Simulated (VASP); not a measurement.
Set up this calculation in VASP 6.6.1, as the native input.

```
Task                   : single point
Functional             : PBE
Potentials or basis    : VASP PAW PBE potentials, release 64 (Cu, I)
Cutoff                 : 520 eV
k mesh                 : 6 × 6 × 4
Occupations            : gaussian, width 0.01 eV
Spin                   : no spin polarisation
Dipole correction      : no
Further INCAR settings : ALGO = Normal; EDIFF = 1e-06; NBANDS = 26
```

The structure of CuI lies in POSCAR:

```
CuI
1.0
    4.1473371297      0.0000000000      0.0000000000
   -2.0736685648      3.5916993124      0.0000000000
    0.0000000000      0.0000000000      6.3363560909
Cu I
2 2
Direct
    0.0000000000      0.0000000000      0.0000000000
    0.0000000000      0.0000000000      0.5000000000
    0.3333333333      0.6666666667      0.2500000000
    0.6666666667      0.3333333333      0.7500000000
```

The input as run:

INCAR

```
PREC = Accurate
ENCUT = 520
EDIFF = 1E-6
ISMEAR = 0
SIGMA = 0.01
LREAL = False
LASPH = True
NELM = 60
ALGO = Normal
ISIF = 2
LWAVE = False
LCHARG = False
GGA = PE
NBANDS = 26
```

KPOINTS

```
regular mesh
0
Gamma
  6 6 4
```

Potentials or basis: VASP PAW PBE potentials, release 64 (Cu, I).

Run with:

```sh
$ cat potpaw_PBE.64/Cu/POTCAR potpaw_PBE.64/I/POTCAR > POTCAR
$ mpirun -np 1 vasp_std > vasp.out
```

It gave:

* Pressure: 0.6 GPa
* Band gap on the k mesh: 0.49 eV (least direct gap 0.70 eV)

Caveat: spin-orbit coupling is left out, which moves the levels of the heavy elements.

Run time: 58 s on 1 thread of AMD EPYC 7R43 64-Core Processor (Zen 3) (shared host), peak memory 0.19 GiB.
